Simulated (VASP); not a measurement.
Here is a VASP 6.6.1 calculation.

The input POSCAR:

```
Cu
1.0
    2.9142111703      0.0000000000      0.0000000000
   -1.4571055851      2.5237809055      0.0000000000
    0.0000000000      0.0000000000      4.1125710000
Cu
2
Direct
    0.3333333333      0.6666666667      0.2500000000
    0.6666666667      0.3333333333      0.7500000000
```

INCAR.step1

```
SYSTEM = Cu
PREC = Accurate
ENCUT = 520
ISMEAR = 0
SIGMA = 0.15
LREAL = .False.
LASPH = .True.
NELM = 80
NBANDS = 18
GGA = PE
ALGO = Normal
EDIFF = 1E-4
LWAVE = .True.
LCHARG = .False.
```

INCAR.step2

```
SYSTEM = Cu
PREC = Accurate
ENCUT = 520
EDIFF = 1E-7
ISMEAR = 0
SIGMA = 0.15
LREAL = .False.
LASPH = .True.
NELM = 80
ALGO = Normal
ISIF = 2
LWAVE = .False.
LCHARG = .False.
METAGGA = R2SCAN
LMIXTAU = .True.
NBANDS = 18
ISTART = 1
```

The input KPOINTS:

```
Automatic mesh
0
Gamma
  24 24 12
  0 0 0
```

Potentials or basis: VASP PAW PBE potentials, release 64 (Cu).

Run with:

```bash
$ cat potpaw_PBE.64/Cu/POTCAR > POTCAR
$ cp INCAR.step1 INCAR
$ mpirun -np 1 vasp_std > vasp.out
$ cp INCAR.step2 INCAR
$ mpirun -np 1 vasp_std > vasp.out
```

Q: What does it give for the band gap on the k mesh?

A: Zero (bands 11 and 12 overlap by 4.79 eV).

Q: Predict the pressure.

A: -20.1 GPa.

Stress tensor (GPa, compression positive):
```
-22.22   0.00   0.00
  0.00 -22.22   0.00
  0.00   0.00 -15.90
```

Caveat: the cell differs from its parent crystal (strain +0.1500 x Voigt [1, 1, 0, 0, 0, 0]); the stress differs along the axes, from -22 to -16 GPa; the PAW data sets were made with another functional, which shifts forces and pressure a little.
